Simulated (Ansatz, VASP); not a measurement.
**One calculation of Sc4SiN, two programs**

```
CELL_PARAMETERS angstrom
3.54934 -4.05057 0.00000
3.54934 4.05057 0.00000
0.00000 0.00000 4.79232
ATOMIC_POSITIONS crystal
Sc 0.72818 0.72818 0.00000
Sc 0.27182 0.27182 0.00000
Sc 0.00000 0.50000 0.50000
Sc 0.50000 0.00000 0.50000
Si 0.50000 0.50000 0.50000
N 0.00000 0.00000 0.00000
```

Change from the starting cell: species swapped into the CeAlCo4 type (Cmmm, No. 65).

Alike in both runs: functional PBE; k mesh 8 × 8 × 8; occupations gaussian, width 0.1 eV; no spin polarisation.

Ansatz relaxed the structure, and its values are those at the end. VASP's run is a single point on that final structure, the one shown.

```csv
,VASP,Ansatz
version,VASP 6.6.1,Ansatz 0.2.0
potentials or method,"VASP PAW PBE potentials, release 64 (Sc_sv, Si, N), cutoff 520 eV","scalar-relativistic, plane waves, PAW"
valence electrons in the cell,53,53
```

```tsv
	VASP	Ansatz	Ansatz less VASP
gap on the k mesh at the Fermi level (eV)	none	none	-
pressure (GPa)	0.2	0.0	-0.18
rms of the force components (eV/Å)	0.031	0.002	-0.0296
```

A gap of «none» marks a metal or a gap that the smearing closes.
